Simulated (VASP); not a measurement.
Set up this calculation in VASP 6.6.1, as the native input.

- Task: single point
- Functional: PBEsol
- Potentials or basis: VASP PAW PBE potentials, release 64 (V_sv, O)
- Cutoff: 520 eV
- k mesh: 6 × 6 × 6
- Occupations: gaussian, width 0.02 eV
- Spin: no spin polarisation
- Dipole correction: no
- Further INCAR settings: ALGO = Normal; EDIFF = 1e-06; NBANDS = 37

The structure of V2O5 lies in POSCAR:

```
V2O5
1.0
    5.8995046092      0.0000000000      0.0000000000
   -2.9497523046      5.1091208613      0.0000000000
    0.0000000000      0.0000000000      4.8602249770
V O
2 5
Direct
    0.3333333333      0.6666666667      0.3806826199
    0.6666666667      0.3333333333      0.3806826199
    0.3333333333      0.6666666667      0.0541274032
    0.0000000000      0.5000000000      0.4897980747
    0.5000000000      0.5000000000      0.4897980747
    0.5000000000      0.0000000000      0.4897980747
    0.6666666667      0.3333333333      0.0541274032
```

One way to write it, as run:

INCAR

```
SYSTEM = V2O5
PREC     = Accurate       ! precision mode
ENCUT    = 520            ! plane-wave cutoff, eV
EDIFF    = 1E-6           ! SCF threshold, eV
ISMEAR   = 0              ! smearing method
SIGMA    = 0.02           ! smearing width, eV
LREAL    = .False.        ! projectors in reciprocal space
LASPH    = .True.         ! aspherical terms in the spheres
NELM     = 60             ! most SCF steps
ALGO     = Normal         ! electronic algorithm
ISIF     = 2              ! what is computed and relaxed
LWAVE    = .False.        ! write WAVECAR
LCHARG   = .False.        ! write CHGCAR
GGA      = PS             ! functional
NBANDS   = 37             ! bands
```

KPOINTS

```
regular mesh
0
Gamma
  6 6 6
  0 0 0
```

Potentials or basis: VASP PAW PBE potentials, release 64 (V_sv, O).

Run with:

```bash
$ cat potpaw_PBE.64/V_sv/POTCAR potpaw_PBE.64/O/POTCAR > POTCAR
$ mpirun -np 1 vasp_std > vasp.out
```

Results of the run:

| Quantity | Value |
| --- | --- |
| Pressure | -1.6 GPa |
| Largest force | 0.296 eV/Å |
| Band gap on the k mesh | 2.75 eV (least direct gap 2.87 eV) |

Caveat: the PAW data sets were made with another functional, which shifts forces and pressure a little.

Run time: 6.1 min on 1 thread of Oxide Virtual Turin-like Processor (shared host), peak memory 0.29 GiB.
